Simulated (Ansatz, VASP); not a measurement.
## One calculation of Re, two programs

Contents of INCAR:

```
PREC     = Accurate       # precision mode
ENCUT    = 520            # plane-wave cutoff, eV
EDIFF    = 1E-6           # SCF threshold, eV
ISMEAR   = 0              # smearing method
SIGMA    = 0.15           # smearing width, eV
LREAL    = False          # projectors in reciprocal space
LASPH    = True           # aspherical terms in the spheres
NELM     = 60             # most SCF steps
ALGO     = Normal         # electronic algorithm
ISIF     = 2              # what is computed and relaxed
LWAVE    = False          # write WAVECAR
LCHARG   = False          # write CHGCAR
GGA      = PE             # functional
NBANDS   = 10             # bands
```

File KPOINTS:

```
regular mesh
0
Gamma
  10 10 10
```

File POSCAR:

```
Re
1.0
    0.0000000000      1.9577236186      2.1192358171
    1.7962114201      0.0000000000      2.1192358171
    1.7962114201      1.9577236186      0.0000000000
Re
1
Direct
    0.0000000000      0.0000000000      0.0000000000
```

Input for Ansatz:

```yaml
crystal:
  lattice:
    - [0.0, 1.9577236186, 2.1192358171]
    - [1.7962114201, 0.0, 2.1192358171]
    - [1.7962114201, 1.9577236186, 0.0]
  atoms:
    - { symbol: Re, position: [0.0, 0.0, 0.0] }
basis:
  ecutwfc: 420
kpoints:
  mp_grid: { grid: [10, 10, 10] }
hamiltonian:
  xc: pbe
scf:
  occupations: { method: gaussian, width: 0.15 }
output:
  forces: true
  stress: true
  eigenvalues: true
```

Change from the starting cell: normal strain along x -0.0825, normal strain along z +0.0825.

Alike in both runs: task single point; functional PBE; k mesh 10 × 10 × 10; occupations gaussian, width 0.15 eV; no spin polarisation.

|  | VASP | Ansatz |
| --- | --- | --- |
| version | VASP 6.6.1 | Ansatz 0.2.0 |
| potentials or method | VASP PAW PBE potentials, release 64 (Re), cutoff 520 eV | scalar-relativistic, plane waves, PAW |
| valence electrons in the cell | 7 | 15 |

```csv
,VASP,Ansatz,Ansatz less VASP
gap on the k mesh at the Fermi level (eV),none,none,-
pressure (GPa),4.2,4.8,+0.54
"traceless stress, the component that is largest in VASP (GPa)",-19.82,-20.13,-0.312
```

A gap of «none» marks a metal or a gap that the smearing closes. VASP's potentials hold 7 valence electrons a cell and Ansatz's 15, so a difference there can come from the potentials and not from the codes.

Neither program's run includes spin-orbit coupling.
